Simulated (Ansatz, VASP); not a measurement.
PtSe: VASP beside Ansatz

Contents of POSCAR:

```
PtSe
1.0
    0.0000000000      2.7984111300      2.7984111300
    2.7984111300      0.0000000000      2.7984111300
    2.7984111300      2.7984111300      0.0000000000
Pt Se
1 1
Direct
    0.5000000000      0.5000000000      0.5000000000
    0.0000000000      0.0000000000      0.0000000000
```

Contents of INCAR.step1:

```
SYSTEM = PtSe
PREC = Accurate ; ENCUT = 520
EDIFF = 1E-5 ; ISMEAR = -1
SIGMA = 0.05 ; LREAL = .FALSE.
LASPH = .TRUE. ; NELM = 100
ALGO = Normal ; ISIF = 2
LWAVE = .TRUE. ; LCHARG = .FALSE.
NBANDS = 15 ; GGA = PE
```

Contents of INCAR.step2:

```
SYSTEM = PtSe
PREC = Accurate ; ENCUT = 520
EDIFF = 1E-7 ; ISMEAR = -1
SIGMA = 0.05 ; LREAL = .FALSE.
LASPH = .TRUE. ; NELM = 100
ALGO = Normal ; ISIF = 2
LWAVE = .FALSE. ; LCHARG = .FALSE.
GGA = PE ; LHFCALC = .TRUE.
AEXX = 0.25 ; HFSCREEN = 0.3
PRECFOCK = Normal ; NBANDS = 15
ISTART = 1
```

File KPOINTS:

```
Automatic mesh
0
G
  4 4 4
  0 0 0
```

Contents of input.yaml:

```yaml
crystal:
  lattice:
    - [0.0, 2.79841113, 2.79841113]
    - [2.79841113, 0.0, 2.79841113]
    - [2.79841113, 2.79841113, 0.0]
  atoms:
    - { symbol: Pt, position: [0.5, 0.5, 0.5] }
    - { symbol: Se, position: [0.0, 0.0, 0.0] }
hamiltonian:
  xc: { exchange: pbe, correlation: pbe, exx: { coeff: 0.25, omega: 0.3 } }
  pseudopotentials: { kind: paw }
kpoints:
  mp_grid: { grid: [4, 4, 4] }
  band_path:
    path:
      - [[0.0, 0.0, 0.0], [0.5, 0.0, 0.5], [0.5, 0.25, 0.75], [0.375, 0.375, 0.75], [0.0, 0.0, 0.0], [0.5, 0.5, 0.5], [0.625, 0.25, 0.625], [0.5, 0.25, 0.75], [0.5, 0.5, 0.5], [0.375, 0.375, 0.75]]
      - [[0.625, 0.25, 0.625], [0.5, 0.0, 0.5]]
    npoints: 4
scf:
  occupations: { method: fermi_dirac, width: 0.05 }
  n_extra_bands: 6
output:
  forces: true
  stress: true
  eigenvalues: true
  fatbands: false
```

Alike in both runs: functional PBE-based screened hybrid with a share of 0.25 of exact exchange and HFSCREEN = 0.3; k mesh 4 × 4 × 4; occupations fermi-dirac, width 0.05 eV; no spin polarisation.

|  | VASP | Ansatz |
| --- | --- | --- |
| version | VASP 6.6.1 | Ansatz 0.2.0 |
| potentials or method | VASP PAW PBE potentials, release 64 (Pt, Se) | Ansatz PAW |
| plane-wave cutoff (eV) | 520 | 420 |
| valence electrons in the cell | 16 | 34 |
| task | single point | band structure |

|  | VASP | Ansatz | Ansatz less VASP |
| --- | --- | --- | --- |
| gap on the k mesh at the Fermi level (eV) | none | none | - |
| pressure (GPa) | -16.3 | -16.2 | +0.08 |

VASP's potentials were made for PBE, not for PBE-based screened hybrid. A gap of «none» marks a metal or a gap that the smearing closes. The functional is the same, so the differences come from potentials, cutoffs and numerics. VASP's potentials hold 16 valence electrons a cell and Ansatz's 34, so a difference there can come from the potentials and not from the codes.

The k mesh is coarse, so the values compare programs but aren't converged. Spin-orbit coupling is off throughout.
